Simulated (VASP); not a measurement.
Write the native input for VASP 6.6.1 that does the following.

```yaml
Task: single point
Functional: PBE
Potentials_or_basis: VASP PAW PBE potentials, release 64 (Be, Se)
Cutoff: 520 eV
k_mesh: 6 × 6 × 6
Occupations: gaussian, width 0.1 eV
Spin: no spin polarisation
Dipole_correction: no
Further_INCAR_settings: ALGO = Normal; EDIFF = 1e-07; NBANDS = 12
```

The structure of Be2Se lies in POSCAR:

```
Be2Se
1.0
    0.0000000000      2.9954649900      2.9954649900
    2.9954649900      0.0000000000      2.9954649900
    2.9954649900      2.9954649900      0.0000000000
Be Se
2 1
Direct
    0.7500000000      0.7500000000      0.7500000000
    0.2500000000      0.2500000000      0.2500000000
    0.0000000000      0.0000000000      0.0000000000
```

The cell was built from a structure type or drawn by symmetry, and may not be a known phase.

These files were run (other wordings do the same):

INCAR

```
SYSTEM = Be2Se
PREC     = Accurate       ! precision mode
ENCUT    = 520            ! plane-wave cutoff, eV
EDIFF    = 1E-7           ! SCF threshold, eV
ISMEAR   = 0              ! smearing method
SIGMA    = 0.1            ! smearing width, eV
LREAL    = .False.        ! projectors in reciprocal space
LASPH    = .True.         ! aspherical terms in the spheres
NELM     = 100            ! most SCF steps
ALGO     = Normal         ! electronic algorithm
ISIF     = 2              ! what is computed and relaxed
LWAVE    = .False.        ! write WAVECAR
LCHARG   = .True.         ! write CHGCAR
GGA      = PE             ! functional
LELF     = .True.         ! ELF
LVHAR    = .True.       
NBANDS   = 12             ! bands
```

KPOINTS

```
Automatic mesh
0
Gamma
  6 6 6
  0 0 0
```

Potentials or basis: VASP PAW PBE potentials, release 64 (Be, Se).

The run is started by

```sh
$ cat potpaw_PBE.64/Be/POTCAR potpaw_PBE.64/Se/POTCAR > POTCAR
$ mpirun -np 1 vasp_std > vasp.out
```

It gave:

* Pressure: -6.3 GPa
* Band gap on the k mesh: zero (bands 5 and 6 overlap by 1.42 eV)

Caveat: the cell stands under tension.

It took 18 s on 1 thread of Intel Xeon 8259CL, on a shared host, peak memory 0.17 GiB.
